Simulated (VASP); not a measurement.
# Au2I3 (P-3m1) in VASP: a series of runs, part 2 of 2

VASP 6.6.1. The steps go on from the part before.

### Step 4. Relaxation of cell and atoms, PBE

This run uses another cell than the first one, of 32.14 Å³/atom, 0.967 times its volume.

INCAR reads:

```
ALGO = Normal
EDIFF = 1E-6
EDIFFG = -0.04
ENCUT = 600
GGA = PE
IBRION = 2
ISIF = 3
ISMEAR = 0
LASPH = True
LCHARG = False
LREAL = False
LWAVE = False
NELM = 60
NSW = 90
PREC = Accurate
SIGMA = 0.1
```

KPOINTS reads:

```
k-points
0
Gamma
  6 6 2
```

POSCAR reads:

```
Au2I3
1.0
    4.9222267899      0.0000000000      0.0000000000
   -2.4611133949      4.2627734432      0.0000000000
    0.0000000000      0.0000000000      7.6581853355
Au I
2 3
Direct
    0.3333333333      0.6666666667      0.2450000000
    0.6666666667      0.3333333333      0.7550000000
    0.0000000000      0.0000000000      0.0000000000
    0.3333333333      0.6666666667      0.6450000000
    0.6666666667      0.3333333333      0.3550000000
```

Launch:

```console
$ cat potpaw_PBE.64/Au/POTCAR potpaw_PBE.64/I/POTCAR > POTCAR
$ mpirun -np 1 vasp_std > vasp.out
```

Wall time 24 min (1 thread of Intel Xeon Platinum 8488C (Sapphire Rapids), shared host); peak memory 0.37 GiB.

It converged, with:

```
Free energy                            : -10.6536 eV
Relaxed volume                         : 32.76 Å³/atom
Relaxed cell                           : a = 4.331 Å, b = 4.331 Å, c = 10.083 Å, α = 90.00°, β = 90.00°, γ = 120.00°
Space group after relaxing (to 0.05 Å) : P-3m1 (No. 164)
Energy gained by relaxing              : 271.8 meV/atom
Ionic steps                            : 32
Pressure after relaxing                : 0.0 GPa
Largest force after relaxing           : 0.035 eV/Å
```

Forces in eV/Å, atoms in the order of the input:
```
Au   0.000  0.000 -0.035
Au   0.000  0.000  0.035
I    0.000  0.000  0.000
I    0.000  0.000  0.007
I    0.000  0.000 -0.007
```

Stress tensor (GPa, compression positive):
```
-0.15  0.00  0.00
 0.00 -0.15  0.00
 0.00  0.00  0.17
```

Step by step:
```
step  energy change (eV)  largest force (eV/Å)  pressure (GPa)  volume (Å³)
   1              0.0000                0.8126           -0.21       160.69
   2             -0.2070                0.6925           -0.06       159.62
   3             -0.7066                0.5640            2.09       155.22
   4              1.7015                2.6989           21.98       141.70
   5             -0.7171                0.6188            3.08       154.25
   6             -0.8402                0.5710            2.15       159.06
   7             -0.9769                0.4675            0.67       170.08
   8             -0.9915                0.4321            0.31       174.33
   9             -0.9928                0.4188            0.19       175.94
  10             -1.0063                0.3921           -0.10       176.10
  11             -1.0297                0.3208           -0.86       176.53
  12             -1.0328                0.2902           -1.18       176.72
  13             -1.0400                0.2921           -1.16       176.10
  14             -1.0612                0.2961           -1.10       174.22
  15             -1.1000                0.2998           -0.92       170.51
  16             -1.1571                0.2843           -0.43       163.19
  17             -1.1111                0.0949            1.66       149.05
  18             -1.1679                0.2637            0.11       158.73
  19             -1.1683                0.2474            0.31       157.10
  20             -1.2046                0.2115            0.35       156.08
  21             -1.2744                0.0912            0.48       152.93
  22             -1.2792                0.1720            0.61       151.33
  23             -1.2803                0.1463            0.55       151.80
  24             -1.3034                0.2028           -0.17       155.07
  25             -1.3089                0.2537           -0.72       157.81
  26             -1.3231                0.1832           -0.33       157.24
  27             -1.3278                0.1182            0.04       156.72
  28             -1.3278                0.1099            0.10       156.66
  29             -1.3304                0.1037            0.10       156.98
  30             -1.3372                0.0903            0.04       157.94
  31             -1.3477                0.0690           -0.01       159.88
  32             -1.3588                0.0349           -0.04       163.79
```

Final structure:
```xyz
5
Lattice="4.3311 0.0000 0.0000 -2.1655 3.7508 0.0000 0.0000 0.0000 10.0826" Properties=species:S:1:pos:R:3 pbc="T T T"
Au    0.0000    2.5006    1.8302
Au    2.1655    1.2503    8.2523
I     0.0000    0.0000    0.0000
I     0.0000    2.5006    6.8575
I     2.1655    1.2503    3.2251
```

Levels at points of the mesh, in eV from the Fermi level:
```csv
k point,band 18,band 19,band 20,band 21,band 22,band 23,band 24,band 25
"(0.00, 0.00, 0.00)",-1.02,-0.46,-0.46,0.20,0.20,1.06,3.01,3.49
"(0.50, 0.00, 0.00)",-2.19,-1.51,-1.08,-0.20,0.02,0.57,3.06,4.35
"(0.00, 0.00, 0.50)",-1.71,-0.36,-0.36,0.13,0.13,1.89,2.61,3.34
"(0.50, 0.00, 0.50)",-2.45,-1.76,-1.22,0.08,0.15,0.98,2.59,3.92
```

Caveat: the k points lie up to 0.31 Å⁻¹ apart in the final cell; spin-orbit coupling is left out, which moves the levels of the heavy elements; this functional lacks dispersion, which binds the layers, so the pressure and a relaxed spacing across them are unreliable; an odd number of electrons without spin polarisation forces a metal; a magnetic or distorted state may lie lower.

### Step 5. Single point, PBE

This run uses another cell than the first one, of 33.49 Å³/atom, 1.008 times its volume.

INCAR reads:

```
SYSTEM = Au2I3
PREC = Accurate
ENCUT = 520
EDIFF = 1E-7
ISMEAR = 0
SIGMA = 0.1
LREAL = .FALSE.
LASPH = .TRUE.
NELM = 100
ALGO = Normal
ISIF = 2
LWAVE = .FALSE.
LCHARG = .FALSE.
GGA = PE
NBANDS = 30
```

KPOINTS reads:

```
Automatic mesh
0
G
  12 12 4
  0 0 0
```

POSCAR reads:

```
Au2I3
1.0
    4.3009995788      0.0000000000      0.0000000000
   -2.1504997894      3.7247748969      0.0000000000
    0.0000000000      0.0000000000     10.4522635054
Au I
2 3
Direct
    0.3333333333      0.6666666667      0.1739005087
    0.6666666667      0.3333333333      0.8260994913
    0.0000000000      0.0000000000      0.0000000000
    0.3333333333      0.6666666667      0.6873551046
    0.6666666667      0.3333333333      0.3126448954
```

Launch:

```console
$ cat potpaw_PBE.64/Au/POTCAR potpaw_PBE.64/I/POTCAR > POTCAR
$ mpirun -np 1 vasp_std > vasp.out
```

It took 4 min on 1 thread of Intel Xeon Platinum 8488C (Sapphire Rapids), shared host; peak memory 0.45 GiB.

The run converged. Its results:

* Free energy: -10.6340 eV
* Pressure: -0.1 GPa
* Largest force: 0.014 eV/Å

Forces on the atoms (eV/Å):
```
Au   0.000  0.000  0.012
Au   0.000  0.000 -0.012
I    0.000  0.000  0.000
I    0.000  0.000  0.014
I    0.000  0.000 -0.014
```

Levels at points of the mesh, in eV from the Fermi level:
| k point | band 18 | band 19 | band 20 | band 21 | band 22 | band 23 | band 24 | band 25 |
| --- | --- | --- | --- | --- | --- | --- | --- | --- |
| (0.00, 0.00, 0.00) | -1.16 | -0.39 | -0.39 | 0.24 | 0.24 | 1.14 | 3.13 | 3.52 |
| (0.50, 0.00, 0.00) | -2.28 | -1.46 | -1.02 | -0.11 | 0.09 | 0.59 | 3.05 | 4.33 |
| (0.00, 0.00, 0.50) | -1.65 | -0.33 | -0.33 | 0.20 | 0.20 | 1.84 | 2.74 | 3.44 |
| (0.50, 0.00, 0.50) | -2.44 | -1.66 | -1.12 | 0.12 | 0.18 | 0.89 | 2.68 | 3.95 |

Caveat: spin-orbit coupling is left out, which moves the levels of the heavy elements; this functional lacks dispersion, which binds the layers, so the pressure and a relaxed spacing across them are unreliable; an odd number of electrons without spin polarisation forces a metal; a magnetic or distorted state may lie lower.

### Step 6. Overview

```csv
task,cell,k mesh,cutoff (eV),gap on the mesh (eV),pressure (GPa),largest force (eV/Å)
single point,"a = 4.302, b = 4.302, c = 10.363 Å, angles 90.0, 90.0, 120.0°, 5 atoms",6 × 6 × 2,520,none,0.0,0.02
single point,"a = 4.922, b = 4.922, c = 7.658 Å, angles 90.0, 90.0, 120.0°, 5 atoms",6 × 6 × 4,520,none,-0.3,0.86
relaxation of cell and atoms,"relaxed from a = 4.922, b = 4.922, c = 7.658 Å, angles 90.0, 90.0, 120.0°, 5 atoms",6 × 6 × 2,600,none,0.0,0.03
single point,"a = 4.301, b = 4.301, c = 10.452 Å, angles 90.0, 90.0, 120.0°, 5 atoms",12 × 12 × 4,520,none,-0.1,0.01
```

Alike in all rows: level PBE; potentials or basis VASP PAW PBE potentials, release 64 (Au, I); no spin polarisation; smearing gaussian 0.1 eV.

Caveats: some runs use coarse meshes; spin-orbit coupling is left out, which moves the levels of the heavy elements; an odd number of electrons without spin polarisation forces a metal; a magnetic or distorted state may lie lower; this functional lacks dispersion, which binds the layers, so the pressure and a relaxed spacing across them are unreliable (some runs).

Absolute energies hang on the potentials; compare differences alone.
